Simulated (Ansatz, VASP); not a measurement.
Al3H2: VASP beside Ansatz

```
Al H
1.0
     2.90791    0.00000    0.00000
    -1.45395    2.51832    0.00000
     0.00000    0.00000    7.76511
Al H
3 2
Direct
  0.00000 0.00000 0.00000
  0.33333 0.66667 0.35322
  0.66667 0.33333 0.64678
  0.33333 0.66667 0.89311
  0.66667 0.33333 0.10689
```

Change from the starting cell: built by hand: ordered vacancy rocksalt, trigonal Al3H2 (P-3m1, No. 164).

Alike in both runs: functional PBE; k mesh 6 × 6 × 2; occupations gaussian, width 0.2 eV; no spin polarisation.

Ansatz relaxed the structure, and its values are those at the end. VASP's run is a single point on that final structure, the one shown.

```csv
,VASP,Ansatz
version,VASP 6.6.1,Ansatz 0.2.0
potentials or method,"VASP PAW PBE potentials, release 64 (Al, H), cutoff 520 eV","scalar-relativistic, plane waves, PAW"
valence electrons in the cell,11,11
```

```tsv
	VASP	Ansatz	Ansatz less VASP
gap on the k mesh at the Fermi level (eV)	none	none	-
pressure (GPa)	-0.2	-0.1	+0.11
rms of the force components (eV/Å)	0.006	0.006	+0.0007
```

A gap of «none» marks a metal or a gap that the smearing closes.

The k mesh is coarse, so the values compare programs but aren't converged.
